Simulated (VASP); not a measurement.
Input of a VASP 6.6.1 run:

The input INCAR:

```
SYSTEM = ZnIn3
PREC = Accurate
ENCUT = 600
EDIFF = 1E-6
ISMEAR = -1
SIGMA = 0.05
LREAL = .False.
LASPH = .True.
NELM = 100
ALGO = Normal
ISIF = 3
LWAVE = .False.
LCHARG = .False.
GGA = CA
IBRION = 2
NSW = 80
EDIFFG = -0.01
```

Contents of KPOINTS:

```
regular mesh
0
Gamma
  10 10 10
  0 0 0
```

Contents of POSCAR:

```
ZnIn3
1.0
    5.2194820000      0.0000000000      0.0000000000
    2.6097410000      4.5202040066      0.0000000000
    2.6097410000      1.5067346689      4.2616892072
Zn In
1 3
Direct
    0.0000000000      0.0000000000      0.0000000000
    0.2500000000      0.2500000000      0.2500000000
    0.7500000000      0.7500000000      0.7500000000
    0.5000000000      0.5000000000      0.5000000000
```

Potentials or basis: VASP PAW LDA potentials, release 64 (Zn, In_d).

Command:

```bash
$ cat potpaw_LDA.64/Zn/POTCAR potpaw_LDA.64/In_d/POTCAR > POTCAR
$ mpirun -np 1 vasp_std > vasp.out
```

Task: Predict the relaxed volume.

Result: 22.44 Å³/atom.

Task: Estimate the band gap on the k mesh.

Result: Zero (an odd number of electrons rules out a gap without spin polarisation).

Final structure:
```cif
data_structure
_symmetry_space_group_name_H-M 'P 1'
_symmetry_Int_Tables_number 1
_cell_length_a 5.0259
_cell_length_b 5.0259
_cell_length_c 5.0259
_cell_angle_alpha 60.000
_cell_angle_beta 60.000
_cell_angle_gamma 60.000
_cell_volume 89.77
loop_
_atom_site_label
_atom_site_type_symbol
_atom_site_fract_x
_atom_site_fract_y
_atom_site_fract_z
_atom_site_occupancy
Zn1 Zn 0.00000 0.00000 0.00000 1
In1 In 0.25000 0.25000 0.25000 1
In2 In 0.75000 0.75000 0.75000 1
In3 In 0.50000 0.50000 0.50000 1
```

Caveat: spin-orbit coupling is left out, which moves the levels of the heavy elements.
